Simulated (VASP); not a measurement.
# W (Pm-3m) in VASP: a series of runs

Runs on W. Level: LDA. Tasks: single point.

All numbers are computed with VASP 6.6.1; they aren't measurements. Logs are shortened: lines on timing, memory, paths and dates and some standing lists are left out, and cuts for length are marked.

### 1 The cell of the first run

It takes space group Pm-3m (No. 221, cubic). The conventional cell has a = 2.449 Å, b = 2.449 Å, c = 2.449 Å, α = 90.00°, β = 90.00°, γ = 90.00°. W (site symmetry m-3m) has 6 W at 2.45 Å within 3.2 Å.

### 2 Single point, LDA (volume scaled by 0.84)

Input file INCAR:

```
PREC = Accurate
ENCUT = 520
EDIFF = 1E-6
ISMEAR = -1
SIGMA = 0.08
LREAL = F
LASPH = T
NELM = 80
ALGO = Normal
ISIF = 2
LWAVE = F
LCHARG = F
NBANDS = 13
```

Input file KPOINTS:

```
regular mesh
0
Gamma
  15 15 15
```

Input file POSCAR:

```
W
1.0
    2.4489406838      0.0000000000      0.0000000000
    0.0000000000      2.4489406838      0.0000000000
    0.0000000000      0.0000000000      2.4489406838
W
1
Direct
    0.0000000000      0.0000000000      0.0000000000
```

Potentials or basis: VASP PAW LDA potentials, release 64 (W_sv).

Run with:

```
$ cat potpaw_LDA.64/W_sv/POTCAR > POTCAR
$ mpirun -np 1 vasp_std > vasp.out
```

OUTCAR:

```text
PREC = Accurate
   ENCUT = 520
   EDIFF = 1E-6
   ISMEAR = -1
   LREAL = F
   LASPH = T
   NELM = 80
   ISIF = 2

 ion  position               nearest neighbor table
   1  0.000  0.000  0.000-

  LATTYP: Found a simple cubic cell.
 ALAT       =     2.4489406838

  Lattice vectors:

 A1 = (   2.4489406838,   0.0000000000,   0.0000000000)
 A2 = (   0.0000000000,   2.4489406838,   0.0000000000)
 A3 = (   0.0000000000,   0.0000000000,   2.4489406838)

Analysis of symmetry for initial positions (statically):
=====================================================================
 Subroutine PRICEL returns:
 Original cell was already a primitive cell.

 Routine SETGRP: Setting up the symmetry group for a
 simple cubic supercell.

 Subroutine GETGRP returns: Found 48 space group operations
 (whereof 48 operations were pure point group operations)
 out of a pool of 48 trial point group operations.

The static configuration has the point symmetry O_h .

Analysis of symmetry for dynamics (positions and initial velocities):
=====================================================================
 Subroutine PRICEL returns:
 Original cell was already a primitive cell.

 Routine SETGRP: Setting up the symmetry group for a
 simple cubic supercell.

 Subroutine GETGRP returns: Found 48 space group operations
 (whereof 48 operations were pure point group operations)
 out of a pool of 48 trial point group operations.

The dynamic configuration has the point symmetry O_h .

 Subroutine INISYM returns: Found 48 space group operations
 (whereof 48 operations are pure point group operations),
 and found     1 'primitive' translations

----------------------------------------------------------------------------------------

                                     Primitive cell

  volume of cell :      14.6871

  direct lattice vectors                    reciprocal lattice vectors
     2.448940684  0.000000000  0.000000000     0.408339821  0.000000000  0.000000000
     0.000000000  2.448940684  0.000000000     0.000000000  0.408339821  0.000000000
     0.000000000  0.000000000  2.448940684     0.000000000  0.000000000  0.408339821

  length of vectors
     2.448940684  2.448940684  2.448940684     0.408339821  0.408339821  0.408339821

  position of ions in fractional coordinates (direct lattice)
     0.000000000  0.000000000  0.000000000

  ion indices of the primitive-cell ions
   primitive index   ion index
                 1           1

----------------------------------------------------------------------------------------

 KPOINTS: regular mesh

Automatic generation of k-mesh.
 Grid dimensions read from file:
 generate k-points for:   15   15   15

 Generating k-lattice:

  Cartesian coordinates                     Fractional coordinates (reciprocal lattice)
     0.027222655  0.000000000  0.000000000     0.066666667  0.000000000  0.000000000
     0.000000000  0.027222655  0.000000000     0.000000000  0.066666667  0.000000000
     0.000000000  0.000000000  0.027222655     0.000000000  0.000000000  0.066666667

  Length of vectors
     0.027222655  0.027222655  0.027222655

  Shift w.r.t. Gamma in fractional coordinates (k-lattice)
     0.000000000  0.000000000  0.000000000

 Subroutine IBZKPT returns following result:
 ===========================================

 Found    120 irreducible k-points:

 Following reciprocal coordinates:
            Coordinates               Weight
  0.000000  0.000000  0.000000      1.000000
  0.066667  0.000000  0.000000      6.000000
  0.133333  0.000000  0.000000      6.000000
  0.200000  0.000000  0.000000      6.000000
  0.266667  0.000000  0.000000      6.000000
  0.333333  0.000000  0.000000      6.000000
[... 16 lines left out ...]
  0.266667  0.200000  0.000000     24.000000
  0.333333  0.200000  0.000000     24.000000
 [... further k-points ...]
   k-points           NKPTS =    120   k-points in BZ     NKDIM =    120   number of bands    NBANDS=     13
   number of dos      NEDOS =    301   number of ions     NIONS =      1
   total plane-waves  NPLWV =   5832
   dimension x,y,z NGX =    18 NGY =   18 NGZ =   18
   dimension x,y,z NGXF=    36 NGYF=   36 NGZF=   36
   ions per type =               1
   NGX,Y,Z   is equivalent  to a cutoff of  12.22, 12.22, 12.22 a.u.
   NGXF,Y,Z  is equivalent  to a cutoff of  24.44, 24.44, 24.44 a.u.
 SYSTEM =  unknown system
   PREC   = accura    normal or accurate (medium, high low for compatibility)
   ISTART =      0    job   : 0-new  1-cont  2-samecut
   ICHARG =      2    charge: 1-file 2-atom 10-const
   ISPIN  =      1    spin polarized calculation?
   LNONCOLLINEAR =      F non collinear calculations
   LSORBIT =      F    spin-orbit coupling
   LASPH  =      T    aspherical Exc in radial PAW
   ENCUT  =  520.0 eV  38.22 Ry    6.18 a.u.   4.55  4.55  4.55*2*pi/ulx,y,z
   NELM   =     80;   NELMIN=  2; NELMDL= -5     # of ELM steps
   EDIFF  = 0.1E-05   stopping-criterion for ELM
   LREAL  =      F    real-space projection
   EDIFFG = 0.1E-04   stopping-criterion for IOM
   NSW    =      0    number of steps for IOM
   IBRION =     -1    ionic relax: 0-MD 1-quasi-New 2-CG
   NFREE  =      0    steps in history (QN), initial steepest desc. (CG)
   ISIF   =      2    stress and relaxation
   ISYM   =      2    0-nonsym 1-usesym 2-fastsym
   POTIM  = 0.5000    time-step for ionic-motion
   TEBEG  =    0.0;   TEEND  =   0.0 temperature during run
   PSTRESS=    0.0 pullay stress
   NELECT =      14.0000    total number of electrons
   NUPDOWN=      -1.0000    fix difference up-down
   EMIN   =  10.00;   EMAX   =-10.00  energy-range for DOS
   EFERMI =   0.00;   METHOD = LEGACY
   ISMEAR =    -1;   SIGMA  =   0.08  broadening in eV -4-tet -1-fermi 0-gaus
   EFERMI_NEDOS =   21; number of points for ismear=-14 and -15
   IALGO  =     38    algorithm
   IMIX   =      4    mixing-type and parameters
     AMIX     =   0.40;   BMIX     =  1.00
     AMIX_MAG =   1.60;   BMIX_MAG =  1.00
  volume/ion in A,a.u.               =      14.69        99.11
  Fermi-wavevector in a.u.,A,eV,Ry     =   1.611162  3.044655 35.318593  2.595843
  Thomas-Fermi vector in A             =   2.706597
   LORBIT       =      0    0 simple, 1 ext, 2 COOP (PROOUT), +10 PAW based schemes
   GGA     = CA    functional components
   LHFCALC =     F    Hartree Fock is set to
   AEXX    =    0.0000 exact exchange contribution
   IVDW    =     0    specifies the selected vdW correction
   LEPSILON=     F    determine dielectric tensor
   LRPA    =     F    only Hartree local field effects (RPA)
 non-spin polarized calculation
  energy-cutoff  :      520.00
  volume of cell :       14.69
 maximum number of plane-waves:       413
   NGX =  9   NGY =  9   NGZ =  9

 number of electron      14.0000004 magnetization

 Free energy of the ion-electron system (eV)
  ---------------------------------------------------
  ext. energy  EPLUGINS =         0.00000000
  ---------------------------------------------------
  free energy    TOTEN  =       -12.15794423 eV

  energy without entropy =      -12.13147291  energy(sigma->0) =      -12.14470857

 E-fermi :  12.3470     XC(G=0): -14.1093

 val. band max:       12.3329027891   @ k =   0.4667   0.2667   0.2000
 cond. band min:      12.3662704962   @ k =   0.3333   0.2667   0.0000
 fundamental gap:      0.0333677071
 Fermi energy:        12.3469603558

 k-point     1 :       0.0000    0.0000    0.0000
  band No.  band energies     occupation
      1     -61.2743      2.00000
      2     -24.6701      2.00000
      3     -24.6701      2.00000
      4     -24.6701      2.00000
      5       2.7711      2.00000
      6       6.6848      2.00000
      7       6.6848      2.00000
      8      18.6119      0.00000
      9      18.6119      0.00000
     10      18.6119      0.00000
     11      29.1064      0.00000
     12      29.1064      0.00000
     13      29.1064      0.00000

 k-point     2 :       0.0667    0.0000    0.0000
  band No.  band energies     occupation
      1     -61.2642      2.00000
      2     -24.7911      2.00000
      3     -24.6601      2.00000
      4     -24.6601      2.00000
      5       2.9577      2.00000
      6       6.7335      2.00000
      7       6.9122      2.00000
      8      18.2466      0.00000
      9      18.2466      0.00000
     10      18.6363      0.00000
     11      28.2286      0.00000
     12      29.5353      0.00000
     13      29.5353      0.00000

 k-point     3 :       0.1333    0.0000    0.0000
  band No.  band energies     occupation
      1     -61.2356      2.00000
      2     -25.1244      2.00000
      3     -24.6316      2.00000
      4     -24.6316      2.00000
      5       3.4559      2.00000
      6       6.8740      2.00000
      7       7.5979      2.00000
      8      17.3442      0.00000
      9      17.3442      0.00000
     10      18.7058      0.00000
     11      26.4557      0.00000
     12      30.6055      0.00000
     13      30.6055      0.00000
[... 305 lines left out ...]
 k-point    23 :       0.2667    0.2000    0.0000
  band No.  band energies     occupation
      1     -61.0646      2.00000
      2     -25.9985      2.00000
      3     -25.4318      2.00000
      4     -24.4621      2.00000
      5       6.0626      2.00000
      6       8.5873      2.00000
      7      10.6451      2.00000
      8      13.4006      0.00000
      9      15.4449      0.00000
     10      16.8122      0.00000
     11      25.3345      0.00000
     12      28.1431      0.00000
     13      32.0878      0.00000

 k-point    24 :       0.3333    0.2000    0.0000
  band No.  band energies     occupation
      1     -61.0179      2.00000
      2     -26.4533      2.00000
      3     -25.3752      2.00000
      4     -24.4158      2.00000
      5       6.6658      2.00000
      6       8.6560      2.00000
      7      10.7914      2.00000
      8      14.2186      0.00000
      9      14.6229      0.00000
     10      16.9475      0.00000
     11      24.2947      0.00000
     12      29.0980      0.00000
     13      31.0782      0.00000

 [... further k-points ...]
[... 5 lines left out ...]
  --------------------------------------------------------------------------------------
  -------------------------------------------------------------------------------------
  Total        5.7089520      5.7089520      5.7089520      0.0000000      0.0000000     -0.0000000
  in kB      622.7764359    622.7764359    622.7764359      0.0000000      0.0000000     -0.0000000
  external PRESSURE =     622.7764359 kB  Pullay stress =       0.0000000 kB

 VOLUME and BASIS-vectors are now :
 -----------------------------------------------------------------------------
  energy-cutoff  :      520.00
  volume of cell :       14.69
      direct lattice vectors                 reciprocal lattice vectors
     2.448940684  0.000000000  0.000000000     0.408339821  0.000000000  0.000000000
     0.000000000  2.448940684  0.000000000     0.000000000  0.408339821  0.000000000
     0.000000000  0.000000000  2.448940684     0.000000000  0.000000000  0.408339821

 POSITION                                       TOTAL-FORCE (eV/Angst)
 -----------------------------------------------------------------------------------
      0.00000      0.00000      0.00000         0.000000      0.000000      0.000000
 -----------------------------------------------------------------------------------
    total drift:                                0.000000      0.000000     -0.000000

  FREE ENERGIE OF THE ION-ELECTRON SYSTEM (eV)
  ---------------------------------------------------
  free  energy   TOTEN  =       -12.1579442332 eV

  energy  without entropy=      -12.1314729108  energy(sigma->0) =      -12.14470857
```

Wall time 13 s (1 thread of AMD EPYC 7R43 (Zen 3), shared host); peak memory 0.09 GiB.

What came out:

```yaml
Free_energy: -12.1579 eV
Pressure: 62.3 GPa
Band_gap_on_the_k_mesh: zero (band 7 reaches 14.57 eV, above the bottom of band 8 at 11.23 eV)
```

Levels at points of the mesh, in eV from the Fermi level:
```
           k point  band 5  band 6  band 7  band 8  band 9  band 10
(0.00, 0.00, 0.00)   -9.58   -5.66   -5.66    6.26    6.26     6.26
```

Caveat: the cell differs from its parent crystal (volume scaled by 0.84); spin-orbit coupling is left out, which moves the levels of the heavy elements.

### 3 Single point, LDA (volume scaled by 0.92)

Input file INCAR:

```
PREC = Accurate ; ENCUT = 520
EDIFF = 1E-6 ; ISMEAR = -1
SIGMA = 0.08 ; LREAL = F
LASPH = T ; NELM = 80
ALGO = Normal ; ISIF = 2
LWAVE = F ; LCHARG = F
GGA = CA ; NBANDS = 13
```

Input file KPOINTS:

```
Automatic mesh
0
Gamma
  15 15 15
```

Input file POSCAR:

```
W
1.0
    2.5243395979      0.0000000000      0.0000000000
    0.0000000000      2.5243395979      0.0000000000
    0.0000000000      0.0000000000      2.5243395979
W
1
Direct
    0.0000000000      0.0000000000      0.0000000000
```

Potentials or basis: VASP PAW LDA potentials, release 64 (W_sv).

Run with:

```
$ cat potpaw_LDA.64/W_sv/POTCAR > POTCAR
$ mpirun -np 1 vasp_std > vasp.out
```

OUTCAR:

```text
PREC = Accurate
   ENCUT = 520
   EDIFF = 1E-6
   ISMEAR = -1
   LREAL = F
   LASPH = T
   NELM = 80
   ISIF = 2
   GGA = CA

 ion  position               nearest neighbor table
   1  0.000  0.000  0.000-

  LATTYP: Found a simple cubic cell.
 ALAT       =     2.5243395979

  Lattice vectors:

 A1 = (   2.5243395979,   0.0000000000,   0.0000000000)
 A2 = (   0.0000000000,   2.5243395979,   0.0000000000)
 A3 = (   0.0000000000,   0.0000000000,   2.5243395979)

[... 552 lines left out ...]
      4     -26.0497      2.00000
      5       5.5783      2.00000
      6       7.6486      2.00000
      7       9.4971      2.00000
      8      12.5623      0.00000
      9      13.0746      0.00000
     10      15.1043      0.00000
     11      22.1341      0.00000
     12      26.7772      0.00000
     13      29.0030      0.00000

 [... further k-points ...]
[... 5 lines left out ...]
  --------------------------------------------------------------------------------------
  -------------------------------------------------------------------------------------
  Total        2.5875921      2.5875921      2.5875921      0.0000000     -0.0000000      0.0000000
  in kB      257.7288597    257.7288597    257.7288597      0.0000000     -0.0000000      0.0000000
  external PRESSURE =     257.7288597 kB  Pullay stress =       0.0000000 kB

 VOLUME and BASIS-vectors are now :
 -----------------------------------------------------------------------------
  energy-cutoff  :      520.00
  volume of cell :       16.09
      direct lattice vectors                 reciprocal lattice vectors
     2.524339598  0.000000000  0.000000000     0.396143213  0.000000000  0.000000000
     0.000000000  2.524339598  0.000000000     0.000000000  0.396143213  0.000000000
     0.000000000  0.000000000  2.524339598     0.000000000  0.000000000  0.396143213

 POSITION                                       TOTAL-FORCE (eV/Angst)
 -----------------------------------------------------------------------------------
      0.00000      0.00000      0.00000         0.000000      0.000000      0.000000
 -----------------------------------------------------------------------------------
    total drift:                               -0.000000      0.000000     -0.000000

  FREE ENERGIE OF THE ION-ELECTRON SYSTEM (eV)
  ---------------------------------------------------
  free  energy   TOTEN  =       -12.5318410293 eV

  energy  without entropy=      -12.5045398909  energy(sigma->0) =      -12.51819046
```

Run time: 14 s. Hardware: 1 thread of AMD EPYC 7R43 (Zen 3), shared host; peak memory 0.1 GiB.

What came out:

```yaml
Free_energy: -12.5318 eV
Pressure: 25.8 GPa
Band_gap_on_the_k_mesh: zero (band 7 reaches 13.01 eV, above the bottom of band 8 at 9.91 eV)
```

Caveat: the cell differs from its parent crystal (volume scaled by 0.92); spin-orbit coupling is left out, which moves the levels of the heavy elements.

### 4 Single point, LDA (volume scaled by 0.92)

Input file INCAR:

```
SYSTEM = W
PREC     = Accurate       ! precision mode
ENCUT    = 520            ! plane-wave cutoff, eV
EDIFF    = 1E-6           ! SCF threshold, eV
ISMEAR   = -1             ! smearing method
SIGMA    = 0.08           ! smearing width, eV
LREAL    = .FALSE.        ! projectors in reciprocal space
LASPH    = .TRUE.         ! aspherical terms in the spheres
NELM     = 60             ! most SCF steps
ALGO     = Normal         ! electronic algorithm
ISIF     = 2              ! what is computed and relaxed
LWAVE    = .FALSE.        ! write WAVECAR
LCHARG   = .FALSE.        ! write CHGCAR
NBANDS   = 13             ! bands
```

Input file KPOINTS:

```
Automatic mesh
0
G
  15 15 15
  0 0 0
```

POSCAR is that of step 3.

Run with:

```
$ cat potpaw_LDA.64/W_sv/POTCAR > POTCAR
$ mpirun -np 1 vasp_std > vasp.out
```

It took 16 s on 1 thread of AMD EPYC 7R43 (Zen 3), shared host; peak memory 0.1 GiB.

It converged, with:

* Free energy: -12.5318 eV
* Pressure: 25.8 GPa
* Band gap on the k mesh: zero (band 7 reaches 13.01 eV, above the bottom of band 8 at 9.91 eV)

Levels at points of the mesh, in eV from the Fermi level:
```csv
k point,band 3,band 4,band 5,band 6,band 7,band 8,band 9,band 10,band 11,band 12
"(0.00, 0.00, 0.00)",-37.15,-37.15,-9.06,-4.99,-4.99,5.62,5.62,5.62,15.93,15.93
```

Caveat: the cell differs from its parent crystal (volume scaled by 0.92); spin-orbit coupling is left out, which moves the levels of the heavy elements.

### 5 Single point, LDA

This run uses another cell than the first one, of 17.48 Å³/atom, 1.190 times its volume.

Input file INCAR:

```
SYSTEM = W
PREC = Accurate ; ENCUT = 520
EDIFF = 1E-7 ; ISMEAR = -1
SIGMA = 0.08 ; LREAL = .False.
LASPH = .True. ; NELM = 80
ALGO = Normal ; ISIF = 2
LWAVE = .False. ; LCHARG = .False.
NBANDS = 13
```

Input file KPOINTS:

```
Automatic mesh
0
Gamma
  15 15 15
  0 0 0
```

Input file POSCAR:

```
W
1.0
    2.5954848852      0.0000000000      0.0000000000
    0.0000000000      2.5954848852      0.0000000000
    0.0000000000      0.0000000000      2.5954848852
W
1
Direct
    0.0000000000      0.0000000000      0.0000000000
```

Run with:

```
$ cat potpaw_LDA.64/W_sv/POTCAR > POTCAR
$ mpirun -np 1 vasp_std > vasp.out
```

Wall time 14 s (1 thread of AMD EPYC 7R43 (Zen 3), shared host); peak memory 0.1 GiB.

The run converged. Its results:

```
Free energy            : -12.6451 eV
Pressure               : 1.6 GPa
Band gap on the k mesh : zero (band 7 reaches 11.67 eV, above the bottom of band 8 at 8.81 eV)
```

Levels at points of the mesh, in eV from the Fermi level:
| k point | band 3 | band 4 | band 5 | band 6 | band 7 | band 8 | band 9 | band 10 | band 11 | band 12 |
| --- | --- | --- | --- | --- | --- | --- | --- | --- | --- | --- |
| (0.00, 0.00, 0.00) | -37.32 | -37.32 | -8.62 | -4.46 | -4.46 | 5.05 | 5.05 | 5.05 | 15.18 | 15.18 |

Caveat: spin-orbit coupling is left out, which moves the levels of the heavy elements.

### 6 The runs side by side

| cell | gap on the mesh (eV) | pressure (GPa) |
| --- | --- | --- |
| a = 2.449 Å, 1 atom | none | 62.3 |
| a = 2.524 Å, 1 atom | none | 25.8 |
| a = 2.595 Å, 1 atom | none | 1.6 |

Alike in all rows: task single point; level LDA; potentials or basis VASP PAW LDA potentials, release 64 (W_sv); no spin polarisation; k mesh 15 × 15 × 15; cutoff (eV) 520; smearing fermi-dirac 0.08 eV.

Caveats: spin-orbit coupling is left out, which moves the levels of the heavy elements.

Absolute energies hang on the potentials; compare differences alone.
